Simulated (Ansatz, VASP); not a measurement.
Cs3Ti in VASP and in Ansatz

```
Cs Ti
1.0
     6.45918    0.00000    0.00000
     0.00000    6.45918    0.00000
     0.00000    0.00000    6.45918
Cs Ti
3 1
Direct
  0.00000 0.50000 0.50000
  0.50000 0.00000 0.50000
  0.50000 0.50000 0.00000
  0.00000 0.00000 0.00000
```

Alike in both runs: functional PBE; k mesh 8 × 8 × 8; occupations gaussian, width 0.1 eV; no spin polarisation.

Ansatz relaxed the structure, and its values are those at the end. VASP's run is a single point on that final structure, the one shown.

|  | VASP | Ansatz |
| --- | --- | --- |
| version | VASP 6.6.1 | Ansatz 0.2.0 |
| potentials or method | VASP PAW PBE potentials, release 64 (Cs_sv, Ti_sv), cutoff 500 eV | scalar-relativistic, plane waves, PAW |
| valence electrons in the cell | 39 | 39 |

|  | VASP | Ansatz | Ansatz less VASP |
| --- | --- | --- | --- |
| gap on the k mesh at the Fermi level (eV) | none | none | - |
| pressure (GPa) | 0.0 | 0.0 | +0.02 |

A gap of «none» marks a metal or a gap that the smearing closes.

Spin-orbit coupling is off throughout.
